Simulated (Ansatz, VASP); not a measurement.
**ZnS: VASP beside Ansatz**

```
Zn S
1.0
     3.76372    0.00000    0.00000
    -1.88186    3.25947    0.00000
     0.00000    0.00000    6.58086
Zn S
2 2
Direct
  0.33333 0.66667 0.00520
  0.66667 0.33333 0.50520
  0.33333 0.66667 0.35335
  0.66667 0.33333 0.85335
```

Alike in both runs: task single point; functional PBE; k mesh 9 × 9 × 4; occupations gaussian, width 0.05 eV; no spin polarisation.

|  | VASP | Ansatz |
| --- | --- | --- |
| version | VASP 6.6.1 | Ansatz 0.2.0 |
| potentials or method | VASP PAW PBE potentials, release 64 (Zn, S), cutoff 520 eV | scalar-relativistic, plane waves, PAW |
| valence electrons in the cell | 36 | 36 |

```csv
,VASP,Ansatz,Ansatz less VASP
gap on the k mesh at the Fermi level (eV),1.72,1.72,-0.002
least direct gap on the mesh (eV),1.72,1.72,-0.002
pressure (GPa),-0.2,-0.4,-0.15
"traceless stress, the component that is largest in VASP (GPa)",-1.84,-1.87,-0.030
rms of the force components (eV/Å),0.377,0.376,-0.0003
```

Atom by atom the forces differ by 0.000 eV/Å (rms over components).
